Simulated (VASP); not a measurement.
Write the native input for VASP 6.6.1 that does the following.

```yaml
Task: single point
Functional: PBE
Dispersion: D3(BJ)
Potentials_or_basis: VASP PAW PBE potentials, release 64 (O, C, S, H)
Cutoff: 520 eV
k_mesh: 1 × 1 × 1
Occupations: fermi-dirac, width 0.02 eV
Spin: no spin polarisation
Dipole_correction: no
Further_INCAR_settings: LREAL = Auto; ALGO = Normal; EDIFF = 1e-07; NBANDS = 51
```

The structure of H2CSO2 lies in POSCAR:

```
H2CSO2
1.0
    6.7320510000      0.0000000000      0.0000000000
    0.0000000000      6.7320510000      0.0000000000
    0.0000000000      0.0000000000      6.7320510000
O C S H
6 3 3 6
Direct
    0.6461519455      0.5831824386      0.5917595018
   -0.0444819889      0.4505149337      0.2695512889
    0.6210104608      0.0190900508      0.3065683649
    0.9399736959     -0.0322119807      0.8906284343
    0.1468085780      0.8740674194      0.2347765713
    0.6318958650      0.1596002417      0.7048466949
    0.5365842063      0.6633370565      0.7020148936
    0.0372399759      0.3906189659      0.4112324329
    0.5343432975      0.1380612993      0.2129206446
    0.3957245402      0.7692826054      0.8524826251
    0.1461324194      0.3129481082      0.6006553038
    0.4248268933      0.3002370152      0.0898044067
    0.8292301153      0.0455376166      0.8322289835
    1.0173958940     -0.0747194207      0.7763852390
    0.0640071826      0.9259139435      0.1255204119
    0.0859848455      0.7457092452      0.2604423622
    0.6649109031      0.2945198830      0.6622286659
    0.6186698704      0.0861163786      0.5802052746
```

One way to write it, as run:

INCAR

```
PREC = Accurate
ENCUT = 520
EDIFF = 1E-7
ISMEAR = -1
SIGMA = 0.02
LREAL = Auto
LASPH = True
NELM = 80
ALGO = Normal
ISIF = 2
LWAVE = False
LCHARG = False
GGA = PE
IVDW = 12
NBANDS = 51
```

KPOINTS

```
Automatic mesh
0
Gamma
  1 1 1
```

Potentials or basis: VASP PAW PBE potentials, release 64 (O, C, S, H).

Launch:

```console
$ cat potpaw_PBE.64/O/POTCAR potpaw_PBE.64/C/POTCAR potpaw_PBE.64/S/POTCAR potpaw_PBE.64/H/POTCAR > POTCAR
$ mpirun -np 1 vasp_gam > vasp.out
```

Results of the run:

| Quantity | Value |
| --- | --- |
| Pressure | 0.1 GPa |
| Largest force | 0.929 eV/Å |
| Dispersion energy per atom | -0.064 eV |

Caveat: the k points lie up to 0.93 Å⁻¹ apart, too coarse for converged energies, forces and pressures.

Run time: 37 s on 1 thread of Intel(R) Xeon(R) Platinum 8259CL CPU @ 2.50GHz (Skylake/Cascade Lake) (shared host), peak memory 0.33 GiB.
